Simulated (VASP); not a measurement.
# Ir (Fd-3m) in VASP: a series of runs

Ir is run at these levels: PBE; tasks: single point.

Program: VASP 6.6.1. These are calculated values, not measurements. Logs are shortened: lines on timing, memory, paths and dates and some standing lists are left out, and cuts for length are marked.

### 1 The cell of the first run

It takes space group Fd-3m (No. 227, cubic). The conventional cell has a = 5.534 Å, b = 5.534 Å, c = 5.534 Å, α = 90.00°, β = 90.00°, γ = 90.00°. Within 3.2 Å of Ir (site symmetry -43m) lie 4 Ir at 2.40 Å.

This isn't the form of Ir at room conditions, which is fcc.

### 2 Single point, PBE

Input file INCAR:

```
SYSTEM = Ir
PREC = Accurate
ENCUT = 520
EDIFF = 1E-7
ISMEAR = -1
SIGMA = 0.06122561905347299
LREAL = .False.
LASPH = .True.
NELM = 100
ALGO = Normal
ISIF = 2
LWAVE = .False.
LCHARG = .True.
GGA = PE
LELF = .True.
LVHAR = .True.
NBANDS = 16
```

Input file KPOINTS:

```
Automatic mesh
0
Gamma
  17 17 17
  0 0 0
```

Input file POSCAR:

```
Ir
1.0
    0.0000000000      2.7668136368      2.7668136368
    2.7668136368      0.0000000000      2.7668136368
    2.7668136368      2.7668136368      0.0000000000
Ir
2
Direct
    0.0000000000      0.0000000000      0.0000000000
    0.2500000000      0.2500000000      0.2500000000
```

Potentials or basis: VASP PAW PBE potentials, release 64 (Ir).

Command:

```bash
> cat potpaw_PBE.64/Ir/POTCAR > POTCAR
> mpirun -np 1 vasp_std > vasp.out
```

OUTCAR:

```text
SYSTEM = Ir
   PREC = Accurate
   ENCUT = 520
   EDIFF = 1E-7
   ISMEAR = -1
   LREAL = .False.
   LASPH = .True.
   NELM = 100
   ISIF = 2
   GGA = PE

 ion  position               nearest neighbor table
   1  0.000  0.000  0.000-   2 2.40   2 2.40   2 2.40   2 2.40
   2  0.250  0.250  0.250-   1 2.40   1 2.40   1 2.40   1 2.40

  LATTYP: Found a face centered cubic cell.
 ALAT       =     5.5336272736

  Lattice vectors:

 A1 = (   0.0000000000,   2.7668136368,   2.7668136368)
 A2 = (   2.7668136368,   0.0000000000,   2.7668136368)
 A3 = (   2.7668136368,   2.7668136368,   0.0000000000)

Analysis of symmetry for initial positions (statically):
=====================================================================
 Subroutine PRICEL returns:
 Original cell was already a primitive cell.

 Routine SETGRP: Setting up the symmetry group for a
 face centered cubic supercell.

 Subroutine GETGRP returns: Found 48 space group operations
 (whereof 24 operations were pure point group operations)
 out of a pool of 48 trial point group operations.

The static configuration has the point symmetry T_d .
 The point group associated with its full space group is O_h .

Analysis of symmetry for dynamics (positions and initial velocities):
=====================================================================
 Subroutine PRICEL returns:
 Original cell was already a primitive cell.

 Routine SETGRP: Setting up the symmetry group for a
 face centered cubic supercell.

 Subroutine GETGRP returns: Found 48 space group operations
 (whereof 24 operations were pure point group operations)
 out of a pool of 48 trial point group operations.

The dynamic configuration has the point symmetry T_d .
 The point group associated with its full space group is O_h .

 Subroutine INISYM returns: Found 48 space group operations
 (whereof 24 operations are pure point group operations),
 and found     1 'primitive' translations

----------------------------------------------------------------------------------------

                                     Primitive cell

  volume of cell :      42.3613

  direct lattice vectors                    reciprocal lattice vectors
     0.000000000  2.766813637  2.766813637    -0.180713292  0.180713292  0.180713292
     2.766813637  0.000000000  2.766813637     0.180713292 -0.180713292  0.180713292
     2.766813637  2.766813637  0.000000000     0.180713292  0.180713292 -0.180713292

  length of vectors
[... 81 lines left out ...]
   NELM   =    100;   NELMIN=  2; NELMDL= -5     # of ELM steps
   EDIFF  = 0.1E-06   stopping-criterion for ELM
   LREAL  =      F    real-space projection
   EDIFFG = 0.1E-05   stopping-criterion for IOM
   NSW    =      0    number of steps for IOM
   IBRION =     -1    ionic relax: 0-MD 1-quasi-New 2-CG
   NFREE  =      0    steps in history (QN), initial steepest desc. (CG)
   ISIF   =      2    stress and relaxation
   ISYM   =      2    0-nonsym 1-usesym 2-fastsym
   POTIM  = 0.5000    time-step for ionic-motion
   TEBEG  =    0.0;   TEEND  =   0.0 temperature during run
   PSTRESS=    0.0 pullay stress
   NELECT =      18.0000    total number of electrons
   NUPDOWN=      -1.0000    fix difference up-down
   EMIN   =  10.00;   EMAX   =-10.00  energy-range for DOS
   EFERMI =   0.00;   METHOD = LEGACY
   ISMEAR =    -1;   SIGMA  =   0.06  broadening in eV -4-tet -1-fermi 0-gaus
   EFERMI_NEDOS =   21; number of points for ismear=-14 and -15
   IALGO  =     38    algorithm
   IMIX   =      4    mixing-type and parameters
     AMIX     =   0.40;   BMIX     =  1.00
     AMIX_MAG =   1.60;   BMIX_MAG =  1.00
  volume/ion in A,a.u.               =      21.18       142.93
  Fermi-wavevector in a.u.,A,eV,Ry     =   1.230767  2.325812 20.609926  1.514787
  Thomas-Fermi vector in A             =   2.365603
   LORBIT       =      0    0 simple, 1 ext, 2 COOP (PROOUT), +10 PAW based schemes
   GGA     = PE    functional components
   LHFCALC =     F    Hartree Fock is set to
   AEXX    =    0.0000 exact exchange contribution
   IVDW    =     0    specifies the selected vdW correction
   LEPSILON=     F    determine dielectric tensor
   LRPA    =     F    only Hartree local field effects (RPA)
 non-spin polarized calculation
  energy-cutoff  :      520.00
  volume of cell :       42.36
 maximum number of plane-waves:      1158
 NGX is ok and might be reduce to    30
   NGX = 15   NGY = 15   NGZ = 15

 number of electron      18.0000000 magnetization

 Free energy of the ion-electron system (eV)
  ---------------------------------------------------
  ext. energy  EPLUGINS =         0.00000000
  ---------------------------------------------------
  free energy    TOTEN  =       -15.71092251 eV

  energy without entropy =      -15.68447234  energy(sigma->0) =      -15.69769743

 E-fermi :   5.4032     XC(G=0): -11.2612

 val. band max:        5.3981175521   @ k =  -0.3529   0.1176   0.0000
 cond. band min:       5.4116330314   @ k =  -0.3529   0.1765   0.0000
 fundamental gap:      0.0135154793
 Fermi energy:         5.4031735164

 k-point     1 :       0.0000    0.0000    0.0000
  band No.  band energies     occupation
      1      -2.6973      2.00000
      2       0.2457      2.00000
      3       0.2457      2.00000
      4       0.6613      2.00000
      5       0.6613      2.00000
      6       0.6613      2.00000
[... 433 lines left out ...]
      3       0.1869      2.00000
      4       0.6276      2.00000
      5       0.8399      2.00000
      6       1.0763      2.00000
[... 8 lines left out ...]
     15      17.3976      0.00000
     16      17.6344      0.00000

 [... further k-points ...]

------------------------ aborting loop because EDIFF is reached ----------------------------------------

  FORCE on cell =-STRESS in cart. coord.  units (eV):
  Direction    XX          YY          ZZ          XY          YZ          ZX
  --------------------------------------------------------------------------------------
  -------------------------------------------------------------------------------------
  Total        0.8331100      0.8331100      0.8331100     -0.0000000      0.0000000      0.0000000
  in kB       31.5096252     31.5096252     31.5096252     -0.0000000      0.0000000      0.0000000
  external PRESSURE =      31.5096252 kB  Pullay stress =       0.0000000 kB

 VOLUME and BASIS-vectors are now :
 -----------------------------------------------------------------------------
  energy-cutoff  :      520.00
  volume of cell :       42.36
      direct lattice vectors                 reciprocal lattice vectors
     0.000000000  2.766813637  2.766813637    -0.180713292  0.180713292  0.180713292
     2.766813637  0.000000000  2.766813637     0.180713292 -0.180713292  0.180713292
     2.766813637  2.766813637  0.000000000     0.180713292  0.180713292 -0.180713292

 POSITION                                       TOTAL-FORCE (eV/Angst)
 -----------------------------------------------------------------------------------
      0.00000      0.00000      0.00000        -0.000000     -0.000000     -0.000000
      1.38341      1.38341      1.38341         0.000000      0.000000      0.000000
 -----------------------------------------------------------------------------------
    total drift:                                0.000000     -0.000000      0.000000

  FREE ENERGIE OF THE ION-ELECTRON SYSTEM (eV)
  ---------------------------------------------------
  free  energy   TOTEN  =       -15.7109225080 eV

  energy  without entropy=      -15.6844723449  energy(sigma->0) =      -15.69769743
```

Wall time 3.4 min (1 thread of Intel Xeon 8259CL, shared host); peak memory 0.24 GiB.

What came out:

| Item | Value |
| --- | --- |
| Free energy | -15.7109 eV |
| Pressure | 3.2 GPa |
| Band gap on the k mesh | zero (bands 9 and 10 overlap by 1.64 eV) |

Caveat: the cell stands under pressure; spin-orbit coupling is left out, which moves the levels of the heavy elements.

### 3 Single point, PBE

Input file INCAR:

```
PREC = Accurate
ENCUT = 520
EDIFF = 1E-6
ISMEAR = -1
SIGMA = 0.06122561905347299
LREAL = F
LASPH = T
NELM = 100
ALGO = Normal
ISIF = 2
LWAVE = F
LCHARG = F
GGA = PE
NBANDS = 16
```

Input file KPOINTS:

```
regular mesh
0
Gamma
  17 17 17
```

POSCAR is that of step 2.

Potentials or basis: VASP PAW PBE potentials, release 64 (Ir).

Command:

```bash
> cat potpaw_PBE.64/Ir/POTCAR > POTCAR
> mpirun -np 1 vasp_std > vasp.out
```

Wall time 2.9 min (1 thread of Intel Xeon 8259CL, shared host); peak memory 0.24 GiB.

The run converged. Its results:

```yaml
Free_energy: -15.7109 eV
Pressure: 3.1 GPa
Band_gap_on_the_k_mesh: zero (bands 9 and 10 overlap by 1.64 eV)
```

Levels at points of the mesh, in eV from the Fermi level:
| k point | band 5 | band 6 | band 7 | band 8 | band 9 | band 10 | band 11 | band 12 | band 13 | band 14 |
| --- | --- | --- | --- | --- | --- | --- | --- | --- | --- | --- |
| (0.00, 0.00, 0.00) | -4.74 | -4.74 | -1.78 | -1.78 | -1.78 | 0.82 | 0.82 | 10.93 | 11.01 | 12.53 |

Caveat: the cell stands under pressure; spin-orbit coupling is left out, which moves the levels of the heavy elements.

[end of part 1 of 2]
